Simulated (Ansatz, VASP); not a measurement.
**EuZn3: VASP beside Ansatz**

```
CELL_PARAMETERS angstrom
4.61771 0.00000 0.00000
0.00000 4.61771 0.00000
0.00000 0.00000 4.61771
ATOMIC_POSITIONS crystal
Eu 0.00000 0.00000 0.00000
Zn 0.00000 0.50000 0.50000
Zn 0.50000 0.50000 0.00000
Zn 0.50000 0.00000 0.50000
```

Alike in both runs: task single point; functional PBE; k mesh 6 × 6 × 6; occupations gaussian, width 0.05 eV; collinear spin; Hubbard terms Eu f U = 6.0 eV.

```csv
,VASP,Ansatz
version,VASP 6.6.1,Ansatz 0.2.0
potentials or method,"VASP PAW PBE potentials, release 64 (Eu, Zn), cutoff 520 eV","scalar-relativistic, plane waves, PAW"
valence electrons in the cell,53,53
```

Ansatz gave:

| Quantity | Value |
| --- | --- |
| gap on the k mesh at the Fermi level (eV) | none |
| pressure (GPa) | -2.7 |
| net moment per atom (μB) | 1.87 |
| size of the moment on the site where the two differ most (μB) | 6.96 |

Q: Estimate VASP's values.

A: gap on the k mesh at the Fermi level (eV): none; pressure (GPa): -2.4; net moment per atom (μB): 1.87; size of the moment on the site where the two differ most (μB): 6.77.

Site moments also hang on the region over which each program counts them. The programs project onto different local orbitals, so the same U acts differently, and such runs can settle in different states. A gap of «none» marks a metal or a gap that the smearing closes. Ansatz's warnings: filled band counts differ across k points.

Spin-orbit coupling is off throughout.
